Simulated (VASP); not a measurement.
Set up this calculation in VASP 6.6.1, as the native input.

```
Task                   : single point
Functional             : PBEsol
Potentials or basis    : VASP PAW PBE potentials, release 64 (Hg)
Cutoff                 : 520 eV
k mesh                 : 9 × 9 × 5
Occupations            : fermi-dirac, width 0.05 eV
Spin                   : no spin polarisation
Dipole correction      : no
Further INCAR settings : ALGO = Normal; EDIFF = 1e-07; NBANDS = 19
```

The structure of Hg lies in POSCAR:

```
Hg
1.0
    2.8930591537      0.0000000000      0.0000000000
   -1.4465295768      2.5054627217      0.0000000000
    0.0000000000      0.0000000000      4.8337826007
Hg
2
Direct
    0.3333333333      0.6666666667      0.2500000000
    0.6666666667      0.3333333333      0.7500000000
```

These files were run (other wordings do the same):

INCAR

```
SYSTEM = Hg
PREC = Accurate
ENCUT = 520
EDIFF = 1E-7
ISMEAR = -1
SIGMA = 0.05
LREAL = .FALSE.
LASPH = .TRUE.
NELM = 80
ALGO = Normal
ISIF = 2
LWAVE = .FALSE.
LCHARG = .TRUE.
GGA = PS
LELF = .TRUE.
LVHAR = .TRUE.
NBANDS = 19
```

KPOINTS

```
Automatic mesh
0
G
  9 9 5
  0 0 0
```

Potentials or basis: VASP PAW PBE potentials, release 64 (Hg).

Launch:

```console
$ cat potpaw_PBE.64/Hg/POTCAR > POTCAR
$ mpirun -np 1 vasp_std > vasp.out
```

Results of the run:

```yaml
Pressure: 31.7 GPa
Band_gap_on_the_k_mesh: zero (bands 12 and 13 overlap by 1.92 eV)
```

Caveat: the cell stands under pressure; the PAW data sets were made with another functional, which shifts forces and pressure a little; spin-orbit coupling is left out, which moves the levels of the heavy elements.

Run time: 14 s on 1 thread of AMD EPYC 9R45 96-Core Processor (Zen 5) (shared host), peak memory 0.13 GiB.
